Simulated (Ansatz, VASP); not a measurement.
Li2S in VASP and in Ansatz

```
S Li
1.0
     0.00000    2.84529    2.84529
     2.84529    0.00000    2.84529
     2.84529    2.84529    0.00000
S Li
1 2
Direct
  0.00000 0.00000 0.00000
  0.25000 0.25000 0.25000
  0.75000 0.75000 0.75000
```

Alike in both runs: task single point; functional PBE; k mesh 8 × 8 × 8; occupations fermi-dirac, width 0.02 eV; no spin polarisation.

|  | VASP | Ansatz |
| --- | --- | --- |
| version | VASP 6.6.1 | Ansatz 0.2.0 |
| potentials or method | VASP PAW PBE potentials, release 64 (S, Li_sv) | plane waves, PAW |
| plane-wave cutoff (eV) | 750 | 420 |
| valence electrons in the cell | 12 | 12 |

VASP gave:

| Property | Result |
| --- | --- |
| gap on the k mesh at the Fermi level (eV) | 3.39 |
| pressure (GPa) | 0.2 |

**Question.** Estimate Ansatz's values.

**Answer.** gap on the k mesh at the Fermi level (eV): 3.39; pressure (GPa): 0.3.
